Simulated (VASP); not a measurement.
# Ta (Fm-3m) in VASP: notebook

The runs below take Ta through single point, with PBE, r2SCAN.

Everything below comes from runs of VASP 6.6.1. Logs are shortened: lines on timing, memory, paths and dates and some standing lists are left out, and cuts for length are marked.

### 1 The cell of the first run

It takes space group Fm-3m (No. 225, cubic). The conventional cell has a = 4.253 Å, b = 4.253 Å, c = 4.253 Å, α = 90.00°, β = 90.00°, γ = 90.00°. Within 4.0 Å of Ta (site symmetry m-3m) lie 12 Ta at 3.01 Å.

### 2 Single point, PBE

Input file INCAR:

```
SYSTEM = Ta
  PREC = Accurate
  ENCUT = 520
  EDIFF = 1E-6
  ISMEAR = 0
  SIGMA = 0.05
  LREAL = .False.
  LASPH = .True.
  NELM = 60
  ALGO = Normal
  ISIF = 2
  LWAVE = .False.
  LCHARG = .False.
  GGA = PE
  NBANDS = 12
```

Input file KPOINTS:

```
regular mesh
0
Gamma
  8 8 8
  0 0 0
```

Input file POSCAR:

```
Ta
1.0
    0.0000000000      2.1263904524      2.1263904524
    2.1263904524      0.0000000000      2.1263904524
    2.1263904524      2.1263904524      0.0000000000
Ta
1
Direct
    0.0000000000      0.0000000000      0.0000000000
```

Potentials or basis: VASP PAW PBE potentials, release 64 (Ta_pv).

Run with:

```
$ cat potpaw_PBE.64/Ta_pv/POTCAR > POTCAR
$ mpirun -np 1 vasp_std > vasp.out
```

OUTCAR:

```text
SYSTEM = Ta
   PREC = Accurate
   ENCUT = 520
   EDIFF = 1E-6
   ISMEAR = 0
   LREAL = .False.
   LASPH = .True.
   NELM = 60
   ISIF = 2
   GGA = PE

 ion  position               nearest neighbor table
   1  0.000  0.000  0.000-

  LATTYP: Found a face centered cubic cell.
 ALAT       =     4.2527809048

  Lattice vectors:

 A1 = (   0.0000000000,   2.1263904524,   2.1263904524)
 A2 = (   2.1263904524,   0.0000000000,   2.1263904524)
 A3 = (   2.1263904524,   2.1263904524,   0.0000000000)

Analysis of symmetry for initial positions (statically):
=====================================================================
 Subroutine PRICEL returns:
 Original cell was already a primitive cell.

 Routine SETGRP: Setting up the symmetry group for a
 face centered cubic supercell.

 Subroutine GETGRP returns: Found 48 space group operations
 (whereof 48 operations were pure point group operations)
 out of a pool of 48 trial point group operations.

The static configuration has the point symmetry O_h .

Analysis of symmetry for dynamics (positions and initial velocities):
=====================================================================
 Subroutine PRICEL returns:
 Original cell was already a primitive cell.

 Routine SETGRP: Setting up the symmetry group for a
 face centered cubic supercell.

 Subroutine GETGRP returns: Found 48 space group operations
 (whereof 48 operations were pure point group operations)
 out of a pool of 48 trial point group operations.

The dynamic configuration has the point symmetry O_h .

 Subroutine INISYM returns: Found 48 space group operations
 (whereof 48 operations are pure point group operations),
 and found     1 'primitive' translations

----------------------------------------------------------------------------------------

                                     Primitive cell

  volume of cell :      19.2291

  direct lattice vectors                    reciprocal lattice vectors
     0.000000000  2.126390452  2.126390452    -0.235140258  0.235140258  0.235140258
     2.126390452  0.000000000  2.126390452     0.235140258 -0.235140258  0.235140258
     2.126390452  2.126390452  0.000000000     0.235140258  0.235140258 -0.235140258

  length of vectors
     3.007170217  3.007170217  3.007170217     0.407274874  0.407274874  0.407274874

  position of ions in fractional coordinates (direct lattice)
     0.000000000  0.000000000  0.000000000

  ion indices of the primitive-cell ions
   primitive index   ion index
                 1           1

----------------------------------------------------------------------------------------

 KPOINTS: regular mesh

Automatic generation of k-mesh.
 Grid dimensions read from file:
 generate k-points for:    8    8    8

 Generating k-lattice:

  Cartesian coordinates                     Fractional coordinates (reciprocal lattice)
    -0.029392532  0.029392532  0.029392532     0.125000000  0.000000000  0.000000000
     0.029392532 -0.029392532  0.029392532     0.000000000  0.125000000  0.000000000
     0.029392532  0.029392532 -0.029392532     0.000000000  0.000000000  0.125000000

  Length of vectors
     0.050909359  0.050909359  0.050909359

  Shift w.r.t. Gamma in fractional coordinates (k-lattice)
     0.000000000  0.000000000  0.000000000

 Subroutine IBZKPT returns following result:
 ===========================================

 Found     29 irreducible k-points:

 Following reciprocal coordinates:
            Coordinates               Weight
  0.000000  0.000000  0.000000      1.000000
  0.125000  0.000000  0.000000      8.000000
  0.250000  0.000000  0.000000      8.000000
  0.375000  0.000000  0.000000      8.000000
  0.500000  0.000000  0.000000      4.000000
  0.125000  0.125000  0.000000      6.000000
[... 16 lines left out ...]
  0.500000  0.250000  0.125000     48.000000
 -0.375000  0.250000  0.125000     24.000000
 [... further k-points ...]
   k-points           NKPTS =     29   k-points in BZ     NKDIM =     29   number of bands    NBANDS=     12
   number of dos      NEDOS =    301   number of ions     NIONS =      1
   total plane-waves  NPLWV =  13824
   dimension x,y,z NGX =    24 NGY =   24 NGZ =   24
   dimension x,y,z NGXF=    48 NGYF=   48 NGZF=   48
   ions per type =               1
   NGX,Y,Z   is equivalent  to a cutoff of  13.27, 13.27, 13.27 a.u.
   NGXF,Y,Z  is equivalent  to a cutoff of  26.54, 26.54, 26.54 a.u.
 SYSTEM =  Ta
   PREC   = accura    normal or accurate (medium, high low for compatibility)
   ISTART =      0    job   : 0-new  1-cont  2-samecut
   ICHARG =      2    charge: 1-file 2-atom 10-const
   ISPIN  =      1    spin polarized calculation?
   LNONCOLLINEAR =      F non collinear calculations
   LSORBIT =      F    spin-orbit coupling
   LASPH  =      T    aspherical Exc in radial PAW
   ENCUT  =  520.0 eV  38.22 Ry    6.18 a.u.   5.59  5.59  5.59*2*pi/ulx,y,z
   NELM   =     60;   NELMIN=  2; NELMDL= -5     # of ELM steps
   EDIFF  = 0.1E-05   stopping-criterion for ELM
   LREAL  =      F    real-space projection
   EDIFFG = 0.1E-04   stopping-criterion for IOM
   NSW    =      0    number of steps for IOM
   IBRION =     -1    ionic relax: 0-MD 1-quasi-New 2-CG
   NFREE  =      0    steps in history (QN), initial steepest desc. (CG)
   ISIF   =      2    stress and relaxation
   ISYM   =      2    0-nonsym 1-usesym 2-fastsym
   POTIM  = 0.5000    time-step for ionic-motion
   TEBEG  =    0.0;   TEEND  =   0.0 temperature during run
   PSTRESS=    0.0 pullay stress
   NELECT =      11.0000    total number of electrons
   NUPDOWN=      -1.0000    fix difference up-down
   EMIN   =  10.00;   EMAX   =-10.00  energy-range for DOS
   EFERMI =   0.00;   METHOD = LEGACY
   ISMEAR =     0;   SIGMA  =   0.05  broadening in eV -4-tet -1-fermi 0-gaus
   EFERMI_NEDOS =   21; number of points for ismear=-14 and -15
   IALGO  =     38    algorithm
   IMIX   =      4    mixing-type and parameters
     AMIX     =   0.40;   BMIX     =  1.00
     AMIX_MAG =   1.60;   BMIX_MAG =  1.00
  volume/ion in A,a.u.               =      19.23       129.76
  Fermi-wavevector in a.u.,A,eV,Ry     =   1.359000  2.568137 25.128333  1.846880
  Thomas-Fermi vector in A             =   2.485785
   LORBIT       =      0    0 simple, 1 ext, 2 COOP (PROOUT), +10 PAW based schemes
   GGA     = PE    functional components
   LHFCALC =     F    Hartree Fock is set to
   AEXX    =    0.0000 exact exchange contribution
   IVDW    =     0    specifies the selected vdW correction
   LEPSILON=     F    determine dielectric tensor
   LRPA    =     F    only Hartree local field effects (RPA)
 non-spin polarized calculation
 Gauss-broadening in eV      SIGMA  =   0.05
  energy-cutoff  :      520.00
  volume of cell :       19.23
 maximum number of plane-waves:       534
 NGX is ok and might be reduce to    24
   NGX = 11   NGY = 11   NGZ = 11

 number of electron      11.0000000 magnetization

 Free energy of the ion-electron system (eV)
  ---------------------------------------------------
  ext. energy  EPLUGINS =         0.00000000
  ---------------------------------------------------
  free energy    TOTEN  =       -11.55774676 eV

  energy without entropy =      -11.55330394  energy(sigma->0) =      -11.55552535

 E-fermi :   5.3271     XC(G=0): -12.2940

 val. band max:        5.3113360463   @ k =   0.1250   0.0000   0.0000
 cond. band min:       5.3301278561   @ k =   0.3750   0.2500   0.1250
 fundamental gap:      0.0187918098
 Fermi energy:         5.3270668973

 k-point     1 :       0.0000    0.0000    0.0000
  band No.  band energies     occupation
      1     -28.4087      2.00000
      2     -28.4087      2.00000
      3     -28.4087      2.00000
      4      -2.6947      2.00000
      5       5.7758      0.00000
      6       5.7758      0.00000
      7       5.7758      0.00000
      8       8.6711      0.00000
      9       8.6711      0.00000
     10      17.7320      0.00000
     11      19.3478      0.00000
     12      22.4650      0.00000

 k-point     2 :       0.1250    0.0000    0.0000
  band No.  band energies     occupation
      1     -28.5536      2.00000
      2     -28.4273      2.00000
      3     -28.4273      2.00000
      4      -2.1031      2.00000
      5       5.3113      1.34363
      6       6.0290      0.00000
      7       6.0290      0.00000
      8       8.4561      0.00000
      9       8.4561      0.00000
     10      18.8605      0.00000
     11      19.3464      0.00000
     12      20.4160      0.00000

 k-point     3 :       0.2500    0.0000    0.0000
  band No.  band energies     occupation
      1     -28.8911      2.00000
      2     -28.4719      2.00000
      3     -28.4719      2.00000
      4      -0.6520      2.00000
      5       4.6577      2.00000
      6       6.1686      0.00000
      7       6.1686      0.00000
      8       8.7261      0.00000
      9       8.7261      0.00000
     10      17.7063      0.00000
     11      19.3485      0.00000
     12      21.2301      0.00000
[... 286 lines left out ...]
 k-point    23 :       0.5000    0.2500    0.1250
  band No.  band energies     occupation
      1     -29.1422      2.00000
      2     -28.7495      2.00000
      3     -28.5838      2.00000
      4       1.9040      2.00000
      5       3.8784      2.00000
      6       4.5700      2.00000
      7       7.1581      0.00000
      8       9.4570      0.00000
      9      12.0397      0.00000
     10      16.2123      0.00000
     11      19.3515      0.00000
     12      20.6160      0.00000

 k-point    24 :      -0.3750    0.2500    0.1250
  band No.  band energies     occupation
      1     -29.2152      2.00000
      2     -28.7820      2.00000
      3     -28.6128      2.00000
      4       2.2658      2.00000
      5       3.7283      2.00000
      6       5.0862      2.00000
      7       6.8751      0.00000
      8      10.4015      0.00000
      9      13.0183      0.00000
     10      14.0002      0.00000
     11      19.3504      0.00000
     12      20.1878      0.00000

 [... further k-points ...]
[... 5 lines left out ...]
  --------------------------------------------------------------------------------------
  -------------------------------------------------------------------------------------
  Total       -0.3062433     -0.3062433     -0.3062433      0.0000000     -0.0000000      0.0000000
  in kB      -25.5163246    -25.5163246    -25.5163246      0.0000000     -0.0000000      0.0000000
  external PRESSURE =     -25.5163246 kB  Pullay stress =       0.0000000 kB

 VOLUME and BASIS-vectors are now :
 -----------------------------------------------------------------------------
  energy-cutoff  :      520.00
  volume of cell :       19.23
      direct lattice vectors                 reciprocal lattice vectors
     0.000000000  2.126390452  2.126390452    -0.235140258  0.235140258  0.235140258
     2.126390452  0.000000000  2.126390452     0.235140258 -0.235140258  0.235140258
     2.126390452  2.126390452  0.000000000     0.235140258  0.235140258 -0.235140258

 POSITION                                       TOTAL-FORCE (eV/Angst)
 -----------------------------------------------------------------------------------
      0.00000      0.00000      0.00000        -0.000000     -0.000000     -0.000000
 -----------------------------------------------------------------------------------
    total drift:                                0.000000      0.000000     -0.000000

  FREE ENERGIE OF THE ION-ELECTRON SYSTEM (eV)
  ---------------------------------------------------
  free  energy   TOTEN  =       -11.5577467638 eV

  energy  without entropy=      -11.5533039364  energy(sigma->0) =      -11.55552535
```

Wall time 4.9 s (1 thread of Intel Xeon Platinum 8259CL at 2.50GHz (Skylake/Cascade Lake), shared host); peak memory 0.14 GiB.

Results:

```
Free energy : -11.5577 eV
Pressure    : -2.6 GPa
```

Caveat: spin-orbit coupling is left out, which moves the levels of the heavy elements.

### 3 Single point, PBE

This run uses another cell than the first one, of 18.96 Å³/atom, 0.986 times its volume.

Input file INCAR:

```
SYSTEM = Ta
PREC = Accurate
ENCUT = 520
EDIFF = 1E-6
ISMEAR = 0
SIGMA = 0.05
LREAL = .False.
LASPH = .True.
NELM = 80
ALGO = Normal
ISIF = 2
LWAVE = .False.
LCHARG = .True.
GGA = PE
LELF = .True.
LVHAR = .True.
NBANDS = 12
```

Input file KPOINTS:

```
Automatic mesh
0
Gamma
  8 8 8
  0 0 0
```

Input file POSCAR:

```
Ta
1.0
    0.0000000000      2.1163036255      2.1163036255
    2.1163036255      0.0000000000      2.1163036255
    2.1163036255      2.1163036255      0.0000000000
Ta
1
Direct
    0.0000000000      0.0000000000      0.0000000000
```

Potentials or basis: VASP PAW PBE potentials, release 64 (Ta_pv).

Run with:

```
$ cat potpaw_PBE.64/Ta_pv/POTCAR > POTCAR
$ mpirun -np 1 vasp_std > vasp.out
```

Run time: 5.5 s. Hardware: 1 thread of Intel Xeon Platinum 8259CL at 2.50GHz (Skylake/Cascade Lake), shared host; peak memory 0.14 GiB.

Results (log left out):

```
Free energy : -11.5598 eV
Pressure    : 0.1 GPa
```

Levels at points of the mesh, in eV from the Fermi level:
```
           k point  band 2  band 3  band 4  band 5  band 6  band 7  band 8  band 9
(0.00, 0.00, 0.00)  -33.68  -33.68   -8.08    0.45    0.45    0.45    3.40    3.40
(0.50, 0.00, 0.00)  -33.81  -33.81   -4.57    0.23    0.23    0.65    5.70    5.70
(0.50, 0.50, 0.00)  -34.03  -34.03   -4.33   -3.29    2.84    5.69    6.38    6.38
```

Caveat: spin-orbit coupling is left out, which moves the levels of the heavy elements.

### 4 Single point, r2SCAN

This run uses another cell than the first one, of 18.52 Å³/atom, 0.963 times its volume.

Input file POSCAR:

```
Ta
1.0
    0.0000000000      2.1001037686      2.1001037686
    2.1001037686      0.0000000000      2.1001037686
    2.1001037686      2.1001037686      0.0000000000
Ta
1
Direct
    0.0000000000      0.0000000000      0.0000000000
```

Input file INCAR.step1:

```
SYSTEM = Ta
ALGO = Normal
EDIFF = 1E-4
ENCUT = 520
GGA = PE
ISMEAR = 0
LASPH = .True.
LCHARG = .False.
LREAL = .False.
LWAVE = .True.
NBANDS = 12
NELM = 100
PREC = Accurate
SIGMA = 0.05
```

Input file INCAR.step2:

```
SYSTEM = Ta
ALGO = Normal
EDIFF = 1E-6
ENCUT = 520
ISIF = 2
ISMEAR = 0
ISTART = 1
LASPH = .True.
LCHARG = .True.
LELF = .True.
LMIXTAU = .True.
LREAL = .False.
LVHAR = .True.
LWAVE = .False.
METAGGA = R2SCAN
NBANDS = 12
NELM = 100
PREC = Accurate
SIGMA = 0.05
```

Input file KPOINTS:

```
k-points
0
Gamma
  18 18 18
  0 0 0
```

Run with:

```
$ cat potpaw_PBE.64/Ta_pv/POTCAR > POTCAR
$ cp INCAR.step1 INCAR
$ mpirun -np 1 vasp_std > vasp.out
$ cp INCAR.step2 INCAR
$ mpirun -np 1 vasp_std > vasp.out
```

Run time: 92 s. Hardware: 1 thread of Intel Xeon Platinum 8259CL at 2.50GHz (Skylake/Cascade Lake), shared host; peak memory 0.18 GiB.

The run converged. Its results:

```yaml
Free_energy: -48.3395 eV
Pressure: 1.6 GPa
```

Levels at points of the mesh, in eV from the Fermi level:
| k point | band 3 | band 4 | band 5 | band 6 | band 7 | band 8 |
| --- | --- | --- | --- | --- | --- | --- |
| (0.00, 0.00, 0.00) | -34.78 | -8.63 | 0.50 | 0.50 | 0.50 | 3.81 |
| (0.50, 0.00, 0.00) | -34.93 | -4.90 | 0.32 | 0.32 | 0.53 | 6.15 |
| (0.50, 0.50, 0.00) | -35.18 | -4.64 | -3.60 | 2.92 | 6.23 | 6.80 |

Caveat: the PAW data sets were made with another functional, which shifts forces and pressure a little; spin-orbit coupling is left out, which moves the levels of the heavy elements.

### 5 Summary

```tsv
level	cell	k mesh	gap on the mesh (eV)	pressure (GPa)
PBE	a = 3.007 Å, angles 60.0°, 1 atom	8 × 8 × 8	none	-2.6
PBE	a = 2.993 Å, angles 60.0°, 1 atom	8 × 8 × 8	none	0.1
r2SCAN	a = 2.970 Å, angles 60.0°, 1 atom	18 × 18 × 18	none	1.6
```

Alike in all rows: task single point; potentials or basis VASP PAW PBE potentials, release 64 (Ta_pv); no spin polarisation; cutoff (eV) 520; smearing gaussian 0.05 eV.

Caveats: spin-orbit coupling is left out, which moves the levels of the heavy elements; the PAW data sets were made with another functional, which shifts forces and pressure a little (some runs).

Absolute energies hang on the potentials; compare differences alone.
